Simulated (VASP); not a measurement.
Input of a VASP 6.6.1 run:

The input POSCAR:

```
Zn
1.0
    0.0000000000      1.9665497572      1.9665497572
    1.9665497572      0.0000000000      1.9665497572
    1.9665497572      1.9665497572      0.0000000000
Zn
1
Direct
    0.0000000000      0.0000000000      0.0000000000
```

Contents of INCAR.step1:

```
ALGO = Normal
EDIFF = 1E-4
ENCUT = 600
GGA = PE
ISMEAR = -1
LASPH = True
LCHARG = False
LREAL = False
LWAVE = True
NELM = 60
PREC = Accurate
SIGMA = 0.1
```

File INCAR.step2:

```
ALGO = Normal
EDIFF = 1E-6
EDIFFG = -0.01
ENCUT = 600
IBRION = 2
ISIF = 3
ISMEAR = -1
ISTART = 1
LASPH = True
LCHARG = False
LMIXTAU = True
LREAL = False
LWAVE = False
METAGGA = R2SCAN
NELM = 60
NSW = 80
PREC = Accurate
SIGMA = 0.1
```

The input KPOINTS:

```
k-points
0
Gamma
  14 14 14
```

Potentials or basis: VASP PAW PBE potentials, release 64 (Zn).

Command:

```bash
$ cat potpaw_PBE.64/Zn/POTCAR > POTCAR
$ cp INCAR.step1 INCAR
$ mpirun -np 1 vasp_std > vasp.out
$ cp INCAR.step2 INCAR
$ mpirun -np 1 vasp_std > vasp.out
```

Q: Estimate the relaxed volume.

A: 14.39 Å³/atom.

Q: Predict the band gap on the k mesh.

A: Zero (bands 6 and 7 overlap by 2.78 eV).

Step by step:
| step | energy change (eV) | largest force (eV/Å) | pressure (GPa) | volume (Å³) |
| --- | --- | --- | --- | --- |
| 1 | 0.0000 | 0.0000 | -4.24 | 15.21 |
| 2 | -0.0123 | 0.0000 | 0.36 | 14.34 |
| 3 | -0.0123 | 0.0000 | -0.16 | 14.39 |
| 4 | -0.0123 | 0.0000 | 0.22 | 14.37 |
| 5 | -0.0123 | 0.0000 | -0.28 | 14.41 |
| 6 | -0.0123 | 0.0000 | 0.14 | 14.39 |
| 7 | -0.0123 | 0.0000 | -0.14 | 14.40 |
| 8 | -0.0123 | 0.0000 | -0.01 | 14.39 |

Caveat: the PAW data sets were made with another functional, which shifts forces and pressure a little.
